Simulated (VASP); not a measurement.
Cu:

```
CELL_PARAMETERS angstrom
2.51233 0.00000 0.00000
-1.25617 2.17574 0.00000
0.00000 0.00000 4.06998
ATOMIC_POSITIONS crystal
Cu 0.33333 0.66667 0.25000
Cu 0.66667 0.33333 0.75000
```

| Property | Result |
| --- | --- |
| Program | VASP 6.6.1 |
| Task | relaxation of cell and atoms |
| Functional | PBE |
| Potentials or basis | VASP PAW PBE potentials, release 64 (Cu) |
| Cutoff | 600 eV |
| k mesh | 17 × 17 × 9 |
| Occupations | fermi-dirac, width 0.03 eV |
| Spin | no spin polarisation |

At the start: pressure 12.8 GPa; volume 11.12 Å³/atom.

How do energy, volume and symmetry change on relaxing?

Over 5 steps the energy falls by 35.0 meV/atom and the volume is 12.02 Å³/atom (+8.1 %); space group P6_3/mmc (No. 194, to 0.05 Å).

Step by step:
```tsv
step	energy change (eV)	largest force (eV/Å)	pressure (GPa)	volume (Å³)
1	0.0000	0.0000	12.77	22.25
2	-0.0468	0.0000	-5.82	25.22
3	-0.0686	0.0000	-0.14	24.07
4	-0.0697	0.0000	-0.04	24.05
5	-0.0700	0.0000	0.02	24.04
```

Final structure:
```xyz
2
Lattice="2.5604 0.0000 0.0000 -1.2802 2.2174 0.0000 0.0000 0.0000 4.2343" Properties=species:S:1:pos:R:3 pbc="T T T"
Cu    0.0000    1.4783    1.0586
Cu    1.2802    0.7391    3.1757
```
